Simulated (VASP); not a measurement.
Set up this calculation in VASP 6.6.1, as the native input.

```
Task                   : electric field gradients
Functional             : r2SCAN
Potentials or basis    : VASP PAW PBE potentials, release 64 (B, N)
Cutoff                 : 520 eV
k mesh                 : 14 × 14 × 5
Occupations            : fermi-dirac, width 0.02 eV
Spin                   : no spin polarisation
Dipole correction      : no
Further INCAR settings : ALGO = Normal; EDIFF = 1e-08; NBANDS = 16
```

Crystal: BN.

```
B N
1.0
     2.49824    0.00000    0.00000
    -1.24912    2.16354    0.00000
     0.00000    0.00000    6.63570
B N
2 2
Direct
  0.33333 0.66667 0.25000
  0.66667 0.33333 0.75000
  0.33333 0.66667 0.75000
  0.66667 0.33333 0.25000
```

One way to write it, as run:

POSCAR

```
BN
1.0
    2.4982400000      0.0000000000      0.0000000000
   -1.2491200000      2.1635393048      0.0000000000
    0.0000000000      0.0000000000      6.6357000000
B N
2 2
Direct
    0.3333333333      0.6666666667      0.2500000000
    0.6666666667      0.3333333333      0.7500000000
    0.3333333333      0.6666666667      0.7500000000
    0.6666666667      0.3333333333      0.2500000000
```

INCAR.step1

```
PREC = Accurate
ENCUT = 520
ISMEAR = -1
SIGMA = 0.02
LREAL = False
LASPH = True
NELM = 100
NBANDS = 16
GGA = PE
ALGO = Normal
EDIFF = 1E-4
LWAVE = True
LCHARG = False
```

INCAR.step2

```
PREC = Accurate
ENCUT = 520
EDIFF = 1E-8
ISMEAR = -1
SIGMA = 0.02
LREAL = False
LASPH = True
NELM = 100
ALGO = Normal
ISIF = 2
LWAVE = False
LCHARG = False
METAGGA = R2SCAN
LMIXTAU = True
LEFG = True
NBANDS = 16
ISTART = 1
```

KPOINTS

```
Automatic mesh
0
Gamma
  14 14 5
```

Potentials or basis: VASP PAW PBE potentials, release 64 (B, N).

Run with:

```sh
$ cat potpaw_PBE.64/B/POTCAR potpaw_PBE.64/N/POTCAR > POTCAR
$ cp INCAR.step1 INCAR
$ mpirun -np 1 vasp_std > vasp.out
$ cp INCAR.step2 INCAR
$ mpirun -np 1 vasp_std > vasp.out
```

It gave:

```yaml
Pressure: 1.5 GPa
Band_gap_on_the_k_mesh: 4.86 eV, indirect (least direct gap 5.32 eV)
```

Caveat: without QUAD_EFG the Cq values of the log hold for a quadrupole moment of 1 mb, not for the nuclei; the PAW data sets were made with another functional, which shifts forces and pressure a little.

Run time: 4.3 min on 1 thread of AMD EPYC 7R13 Processor (Zen 3) (shared host), peak memory 0.14 GiB.
